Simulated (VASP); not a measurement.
# WC (P-6m2) in VASP: a series of runs, part 3 of 3

VASP 6.6.1. The steps go on from the part before.

### Step 5. Single point, PBE (zz strain of +3 %)

INCAR

```
PREC = Accurate
ENCUT = 520
EDIFF = 1E-6
ISMEAR = -1
SIGMA = 0.05
LREAL = F
LASPH = T
NELM = 60
ALGO = Normal
ISIF = 2
LWAVE = F
LCHARG = F
GGA = PE
NBANDS = 16
```

KPOINTS

```
regular mesh
0
Gamma
  13 13 12
```

POSCAR

```
WC
1.0
    2.9005014360      0.0000000000      0.0000000000
   -1.4502507180      2.5119079273      0.0000000000
    0.0000000000      0.0000000000      2.9138700000
W C
1 1
Direct
    0.0000000000      0.0000000000      0.0000000000
    0.6666666667      0.3333333333      0.5000000000
```

Potentials or basis: VASP PAW PBE potentials, release 64 (W_sv, C).

The run is started by

```sh
$ cat potpaw_PBE.64/W_sv/POTCAR potpaw_PBE.64/C/POTCAR > POTCAR
$ mpirun -np 1 vasp_std > vasp.out
```

OUTCAR:

```text
PREC = Accurate
   ENCUT = 520
   EDIFF = 1E-6
   ISMEAR = -1
   LREAL = F
   LASPH = T
   NELM = 60
   ISIF = 2
   GGA = PE

 ion  position               nearest neighbor table
   1  0.000  0.000  0.000-   2 2.22   2 2.22   2 2.22   2 2.22   2 2.22   2 2.22
   2  0.667  0.333  0.500-   1 2.22   1 2.22   1 2.22   1 2.22   1 2.22   1 2.22

  LATTYP: Found a hexagonal cell.
 ALAT       =     2.9005014360
 C/A-ratio  =     1.0046090527

  Lattice vectors:

 A1 = (   2.9005014360,   0.0000000000,   0.0000000000)
 A2 = (  -1.4502507180,   2.5119079273,   0.0000000000)
 A3 = (   0.0000000000,   0.0000000000,   2.9138700000)

Analysis of symmetry for initial positions (statically):
=====================================================================
 Subroutine PRICEL returns:
 Original cell was already a primitive cell.

 Routine SETGRP: Setting up the symmetry group for a
 hexagonal supercell.

 Subroutine GETGRP returns: Found 12 space group operations
 (whereof 12 operations were pure point group operations)
 out of a pool of 24 trial point group operations.

The static configuration has the point symmetry D_3h.

Analysis of symmetry for dynamics (positions and initial velocities):
=====================================================================
 Subroutine PRICEL returns:
 Original cell was already a primitive cell.

 Routine SETGRP: Setting up the symmetry group for a
 hexagonal supercell.

 Subroutine GETGRP returns: Found 12 space group operations
 (whereof 12 operations were pure point group operations)
 out of a pool of 24 trial point group operations.

The dynamic configuration has the point symmetry D_3h.

 Subroutine INISYM returns: Found 12 space group operations
 (whereof 12 operations are pure point group operations),
 and found     1 'primitive' translations

----------------------------------------------------------------------------------------

                                     Primitive cell

  volume of cell :      21.2299

  direct lattice vectors                    reciprocal lattice vectors
     2.900501436  0.000000000  0.000000000     0.344767973  0.199051882  0.000000000
    -1.450250718  2.511907927  0.000000000     0.000000000  0.398103764  0.000000000
     0.000000000  0.000000000  2.913870000     0.000000000  0.000000000  0.343186209

  length of vectors
     2.900501436  2.900501436  2.913870000     0.398103764  0.398103764  0.343186209

  position of ions in fractional coordinates (direct lattice)
     0.000000000  0.000000000  0.000000000
     0.666666667  0.333333333  0.500000000

  ion indices of the primitive-cell ions
   primitive index   ion index
                 1           1
                 2           2

----------------------------------------------------------------------------------------

 KPOINTS: regular mesh

Automatic generation of k-mesh.
 Grid dimensions read from file:
 generate k-points for:   13   13   12

 Generating k-lattice:

  Cartesian coordinates                     Fractional coordinates (reciprocal lattice)
     0.026520613  0.015311683  0.000000000     0.076923077 -0.000000000  0.000000000
     0.000000000  0.030623366  0.000000000     0.000000000  0.076923077  0.000000000
     0.000000000  0.000000000  0.028598851     0.000000000  0.000000000  0.083333333

  Length of vectors
     0.030623366  0.030623366  0.028598851

  Shift w.r.t. Gamma in fractional coordinates (k-lattice)
     0.000000000  0.000000000  0.000000000

 Subroutine IBZKPT returns following result:
 ===========================================

 Found    147 irreducible k-points:

 Following reciprocal coordinates:
            Coordinates               Weight
  0.000000  0.000000  0.000000      1.000000
  0.076923 -0.000000  0.000000      6.000000
  0.153846  0.000000  0.000000      6.000000
  0.230769  0.000000  0.000000      6.000000
  0.307692  0.000000  0.000000      6.000000
  0.384615  0.000000  0.000000      6.000000
[... 16 lines left out ...]
  0.076923 -0.000000  0.083333     12.000000
  0.153846  0.000000  0.083333     12.000000
 [... further k-points ...]
   k-points           NKPTS =    147   k-points in BZ     NKDIM =    147   number of bands    NBANDS=     16
   number of dos      NEDOS =    301   number of ions     NIONS =      2
   total plane-waves  NPLWV =  13824
   dimension x,y,z NGX =    24 NGY =   24 NGZ =   24
   dimension x,y,z NGXF=    48 NGYF=   48 NGZF=   48
   ions per type =               1   1
   NGX,Y,Z   is equivalent  to a cutoff of  13.76, 13.76, 13.69 a.u.
   NGXF,Y,Z  is equivalent  to a cutoff of  27.51, 27.51, 27.39 a.u.
 SYSTEM =  unknown system
   PREC   = accura    normal or accurate (medium, high low for compatibility)
   ISTART =      0    job   : 0-new  1-cont  2-samecut
   ICHARG =      2    charge: 1-file 2-atom 10-const
   ISPIN  =      1    spin polarized calculation?
   LNONCOLLINEAR =      F non collinear calculations
   LSORBIT =      F    spin-orbit coupling
   LASPH  =      T    aspherical Exc in radial PAW
   ENCUT  =  520.0 eV  38.22 Ry    6.18 a.u.   5.39  5.39  5.42*2*pi/ulx,y,z
   NELM   =     60;   NELMIN=  2; NELMDL= -5     # of ELM steps
   EDIFF  = 0.1E-05   stopping-criterion for ELM
   LREAL  =      F    real-space projection
   EDIFFG = 0.1E-04   stopping-criterion for IOM
   NSW    =      0    number of steps for IOM
   IBRION =     -1    ionic relax: 0-MD 1-quasi-New 2-CG
   NFREE  =      0    steps in history (QN), initial steepest desc. (CG)
   ISIF   =      2    stress and relaxation
   ISYM   =      2    0-nonsym 1-usesym 2-fastsym
   POTIM  = 0.5000    time-step for ionic-motion
   TEBEG  =    0.0;   TEEND  =   0.0 temperature during run
   PSTRESS=    0.0 pullay stress
   NELECT =      18.0000    total number of electrons
   NUPDOWN=      -1.0000    fix difference up-down
   EMIN   =  10.00;   EMAX   =-10.00  energy-range for DOS
   EFERMI =   0.00;   METHOD = LEGACY
   ISMEAR =    -1;   SIGMA  =   0.05  broadening in eV -4-tet -1-fermi 0-gaus
   EFERMI_NEDOS =   21; number of points for ismear=-14 and -15
   IALGO  =     38    algorithm
   IMIX   =      4    mixing-type and parameters
     AMIX     =   0.40;   BMIX     =  1.00
     AMIX_MAG =   1.60;   BMIX_MAG =  1.00
  volume/ion in A,a.u.               =      10.61        71.63
  Fermi-wavevector in a.u.,A,eV,Ry     =   1.549471  2.928075 32.665672  2.400859
  Thomas-Fermi vector in A             =   2.654273
   LORBIT       =      0    0 simple, 1 ext, 2 COOP (PROOUT), +10 PAW based schemes
   GGA     = PE    functional components
   LHFCALC =     F    Hartree Fock is set to
   AEXX    =    0.0000 exact exchange contribution
   IVDW    =     0    specifies the selected vdW correction
   LEPSILON=     F    determine dielectric tensor
   LRPA    =     F    only Hartree local field effects (RPA)
 non-spin polarized calculation
  energy-cutoff  :      520.00
  volume of cell :       21.23
 maximum number of plane-waves:       587
 NGX is ok and might be reduce to    24
   NGX = 11   NGY = 11   NGZ = 11

 number of electron      17.9999999 magnetization

 Free energy of the ion-electron system (eV)
  ---------------------------------------------------
  ext. energy  EPLUGINS =         0.00000000
  ---------------------------------------------------
  free energy    TOTEN  =       -22.42019608 eV

  energy without entropy =      -22.41765034  energy(sigma->0) =      -22.41892321

 E-fermi :  10.7624     XC(G=0): -13.6808

 val. band max:       10.7208880181   @ k =   0.4615   0.0769   0.5000
 cond. band min:      10.7661012347   @ k =   0.0000   0.0000   0.3333
 fundamental gap:      0.0452132166
 Fermi energy:        10.7623912654

 k-point     1 :       0.0000    0.0000    0.0000
  band No.  band energies     occupation
      1     -63.3078      2.00000
      2     -27.3446      2.00000
      3     -27.1546      2.00000
      4     -27.1546      2.00000
      5      -3.5074      2.00000
      6       6.5143      2.00000
[... 8 lines left out ...]
     15      24.7209      0.00000
     16      27.5100      0.00000
[... 419 lines left out ...]
 k-point    24 :       0.1538    0.0000    0.0833
  band No.  band energies     occupation
      1     -63.2932      2.00000
      2     -27.3613      2.00000
      3     -27.3324      2.00000
      4     -27.1929      2.00000
      5      -2.7710      2.00000
      6       6.4656      2.00000
[... 8 lines left out ...]
     15      24.1807      0.00000
     16      28.6493      0.00000

 [... further k-points ...]

------------------------ aborting loop because EDIFF is reached ----------------------------------------

  FORCE on cell =-STRESS in cart. coord.  units (eV):
  Direction    XX          YY          ZZ          XY          YZ          ZX
  --------------------------------------------------------------------------------------
  -------------------------------------------------------------------------------------
  Total        0.5154467      0.5154467     -2.3168655      0.0000000      0.0000000      0.0000000
  in kB       38.8997986     38.8997986   -174.8495154      0.0000000      0.0000000      0.0000000
  external PRESSURE =     -32.3499728 kB  Pullay stress =       0.0000000 kB

 VOLUME and BASIS-vectors are now :
 -----------------------------------------------------------------------------
  energy-cutoff  :      520.00
  volume of cell :       21.23
      direct lattice vectors                 reciprocal lattice vectors
     2.900501436  0.000000000  0.000000000     0.344767973  0.199051882  0.000000000
    -1.450250718  2.511907927  0.000000000     0.000000000  0.398103764  0.000000000
     0.000000000  0.000000000  2.913870000     0.000000000  0.000000000  0.343186209

 POSITION                                       TOTAL-FORCE (eV/Angst)
 -----------------------------------------------------------------------------------
      0.00000      0.00000      0.00000         0.000000      0.000000      0.000000
      1.45025      0.83730      1.45694        -0.000000      0.000000      0.000000
 -----------------------------------------------------------------------------------
    total drift:                               -0.000000      0.000000      0.000000

  FREE ENERGIE OF THE ION-ELECTRON SYSTEM (eV)
  ---------------------------------------------------
  free  energy   TOTEN  =       -22.4201960779 eV

  energy  without entropy=      -22.4176503394  energy(sigma->0) =      -22.41892321
```

OSZICAR:

```text
N       E                     dE             d eps       ncg     rms          rms(c)
DAV:   1     0.110162170816E+03    0.11016E+03   -0.94306E+03  4704   0.125E+03
DAV:   2    -0.222736265033E+02   -0.13244E+03   -0.12824E+03  5624   0.337E+02
DAV:   3    -0.254649770626E+02   -0.31914E+01   -0.31806E+01  5248   0.497E+01
DAV:   4    -0.254820113704E+02   -0.17034E-01   -0.17033E-01  6112   0.410E+00
DAV:   5    -0.254821419733E+02   -0.13060E-03   -0.13060E-03  5288   0.340E-01    0.308E+01
DAV:   6    -0.225274888738E+02    0.29547E+01   -0.58907E+00  5728   0.259E+01    0.784E+00
DAV:   7    -0.224506434900E+02    0.76845E-01   -0.48653E-01  5032   0.533E+00    0.601E+00
DAV:   8    -0.224210056243E+02    0.29638E-01   -0.73850E-02  5320   0.247E+00    0.923E-01
DAV:   9    -0.224202854034E+02    0.72022E-03   -0.24030E-03  5112   0.464E-01    0.130E-01
DAV:  10    -0.224201958572E+02    0.89546E-04   -0.30631E-04  5920   0.197E-01    0.277E-02
DAV:  11    -0.224201960779E+02   -0.22069E-06   -0.86120E-06  5176   0.302E-02
   1 F= -.22420196E+02 E0= -.22418923E+02  d E =-.254574E-02
```

stdout:

```text
POSCAR found type information on POSCAR W C
 POSCAR found :  2 types and       2 ions
 scaLAPACK will be used
 LDA part: xc-table for (Slater+PW92), standard interpolation
 POSCAR, INCAR and KPOINTS ok, starting setup
 FFT: planning ... GRIDC
 FFT: planning ... GRID_SOFT
 FFT: planning ... GRID
 WAVECAR not read
 entering main loop
```

Wall time 21 s (1 thread of Intel Xeon Platinum 8259CL at 2.50GHz (Skylake/Cascade Lake), shared host); peak memory 0.18 GiB.

Results:

- Free energy: -22.4202 eV
- Pressure: -3.2 GPa
- Band gap on the k mesh: zero (band 9 reaches 11.47 eV, above the bottom of band 10 at 10.17 eV)

Levels at points of the mesh, in eV from the Fermi level:
```tsv
k point	band 6	band 7	band 8	band 9	band 10	band 11	band 12	band 13
(0.00, 0.00, 0.00)	-4.25	-3.05	-3.05	-0.20	3.07	3.07	5.37	5.37
(0.00, 0.00, 0.50)	-8.57	-1.69	-1.69	-0.59	-0.59	3.04	4.59	4.59
```

Caveat: the cell differs from its parent crystal (zz strain of +3 %); spin-orbit coupling is left out, which moves the levels of the heavy elements.

### Step 6. Overview

| cell | gap on the mesh (eV) | pressure (GPa) |
| --- | --- | --- |
| a = 2.871, b = 2.871, c = 2.829 Å, angles 90.0, 90.0, 120.0°, 2 atoms | none | 18.1 |
| a = 2.901, b = 2.901, c = 2.801 Å, angles 90.0, 90.0, 120.0°, 2 atoms | none | 14.4 |
| a = 2.901, b = 2.901, c = 2.857 Å, angles 90.0, 90.0, 120.0°, 2 atoms | none | 5.1 |
| a = 2.901, b = 2.901, c = 2.914 Å, angles 90.0, 90.0, 120.0°, 2 atoms | none | -3.2 |

Alike in all rows: task single point; level PBE; potentials or basis VASP PAW PBE potentials, release 64 (W_sv, C); no spin polarisation; k mesh 13 × 13 × 12; cutoff (eV) 520; smearing fermi-dirac 0.05 eV.

Caveats: spin-orbit coupling is left out, which moves the levels of the heavy elements.

Total energies depend on the potentials used, so only differences within one code and one set of settings carry meaning.
